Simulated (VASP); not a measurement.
Set up this calculation in VASP 6.6.1, as the native input.

| Quantity | Value |
| --- | --- |
| Task | relaxation of cell and atoms |
| Functional | PBEsol |
| Potentials or basis | VASP PAW PBE potentials, release 64 (B, N) |
| Cutoff | 600 eV |
| k mesh | 12 × 12 × 6 |
| Occupations | gaussian, width 0.01 eV |
| Spin | no spin polarisation |
| Dipole correction | no |
| Further INCAR settings | ALGO = Normal; EDIFF = 1e-06; IBRION = 2; EDIFFG = -0.001; NSW = 80; ISIF = 3 |

The structure of BN lies in POSCAR:

```
BN
1.0
    2.5410113138      0.0000000000      0.0000000000
   -1.2705056569      2.2005803491      0.0000000000
    0.0000000000      0.0000000000      4.2032955032
B N
2 2
Direct
    0.6666666667      0.3333333333      0.9997329962
    0.3333333333      0.6666666667      0.4997329962
    0.6666666667      0.3333333333      0.6252670038
    0.3333333333      0.6666666667      0.1252670038
```

These files were run (other wordings do the same):

INCAR

```
SYSTEM = BN
PREC = Accurate
ENCUT = 600
EDIFF = 1E-6
ISMEAR = 0
SIGMA = 0.01
LREAL = .False.
LASPH = .True.
NELM = 100
ALGO = Normal
ISIF = 3
LWAVE = .False.
LCHARG = .False.
GGA = PS
IBRION = 2
NSW = 80
EDIFFG = -0.001
```

KPOINTS

```
Automatic mesh
0
Gamma
  12 12 6
  0 0 0
```

Potentials or basis: VASP PAW PBE potentials, release 64 (B, N).

Run with:

```bash
$ cat potpaw_PBE.64/B/POTCAR potpaw_PBE.64/N/POTCAR > POTCAR
$ mpirun -np 1 vasp_std > vasp.out
```

Results of the run:

| Property | Result |
| --- | --- |
| Relaxed volume | 5.88 Å³/atom |
| Relaxed cell | a = 2.542 Å, b = 2.542 Å, c = 4.204 Å, α = 90.00°, β = 90.00°, γ = 120.00° |
| Space group after relaxing (to 0.05 Å) | P6_3mc (No. 186) |
| Energy gained by relaxing | 0.0 meV/atom |
| Ionic steps | 6 |
| Pressure after relaxing | 0.0 GPa |
| Band gap on the k mesh | 4.95 eV, indirect (least direct gap 8.22 eV) |

Caveat: the PAW data sets were made with another functional, which shifts forces and pressure a little.

Wall time 32 s on 1 thread of Intel(R) Xeon(R) Platinum 8488C (Sapphire Rapids), with other jobs on the host, peak memory 0.15 GiB.
